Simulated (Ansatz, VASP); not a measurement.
## One calculation of BeCd3S4, two programs

```xyz
8
Lattice="3.6405 0.0000 0.0000 -1.8203 3.1528 0.0000 0.0000 0.0000 13.3941" Properties=species:S:1:pos:R:3 pbc="T T T"
Be    0.0000    0.0000    0.0000
Cd    0.0000    0.0000    6.6971
Cd    0.0000    0.0000    3.3869
Cd    0.0000    0.0000   10.0072
S     0.0000    2.1018   11.7054
S     0.0000    2.1018    5.0419
S     1.8203    1.0509    1.6887
S     1.8203    1.0509    8.3522
```

Change from the starting cell: species swapped into the Ti3MoAs4 type (P-3m1, No. 164).

Alike in both runs: task relaxation of cell and atoms; functional PBE; k mesh 4 × 4 × 1; occupations gaussian, width 0.15 eV; no spin polarisation.

```csv
,VASP,Ansatz
version,VASP 6.6.1,Ansatz 0.2.0
potentials or method,"VASP PAW PBE potentials, release 64 (Be, Cd, S), cutoff 600 eV","scalar-relativistic, plane waves, PAW"
valence electrons in the cell,62,86
```

```csv
,VASP,Ansatz,Ansatz less VASP
"gap on the k mesh at the Fermi level, each at its own relaxed structure (eV)",1.06,1.07,+0.006
relaxed volume (Å³/atom),18.83,18.82,-0.011
relaxed cell length with the largest relative difference (Å),12.538,12.529,-0.0096
```

VASP's potentials hold 62 valence electrons a cell and Ansatz's 86, so a difference there can come from the potentials and not from the codes.

The k mesh is coarse, so the values compare programs but aren't converged.
